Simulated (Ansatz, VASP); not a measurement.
## One calculation of C, two programs

```xyz
8
Lattice="2.4606 0.0000 0.0000 -1.2303 2.1310 0.0000 0.0000 0.0000 8.4057" Properties=species:S:1:pos:R:3 pbc="T T T"
C     0.0000    0.0000    0.7321
C     0.0000    0.0000    4.9349
C     0.0000    0.0000    3.4708
C     0.0000    0.0000    7.6736
C     0.0000    1.4206    1.3456
C     1.2303    0.7103    5.5485
C     0.0000    1.4206    2.8572
C     1.2303    0.7103    7.0600
```

Change from the starting cell: mode 21 frozen in at -0.048 Å, strain +e along z and -e/2 along x and y +0.0233.

Alike in both runs: task single point; functional LDA; k mesh 12 × 12 × 4; occupations gaussian, width 0.05 eV; no spin polarisation.

|  | VASP | Ansatz |
| --- | --- | --- |
| version | VASP 6.6.1 | Ansatz 0.2.0 |
| potentials or method | VASP PAW LDA potentials, release 64 (C), cutoff 520 eV | scalar-relativistic, plane waves, PAW |
| valence electrons in the cell | 32 | 32 |

|  | VASP | Ansatz | Ansatz less VASP |
| --- | --- | --- | --- |
| gap on the k mesh at the Fermi level (eV) | 3.14 | 3.16 | +0.014 |
| least direct gap on the mesh (eV) | 4.24 | 4.24 | -0.002 |
| pressure (GPa) | 2.1 | 0.4 | -1.67 |
| traceless stress, the component that is largest in VASP (GPa) | -25.74 | -26.03 | -0.294 |
| rms of the force components (eV/Å) | 2.001 | 1.998 | -0.0031 |

Ansatz warns that its potentials were made for another functional, while VASP's fit it. LDA's correlation is that of Perdew and Zunger in VASP and of Perdew and Wang (1992) in Ansatz. Atom by atom the forces differ by 0.004 eV/Å (rms over components).
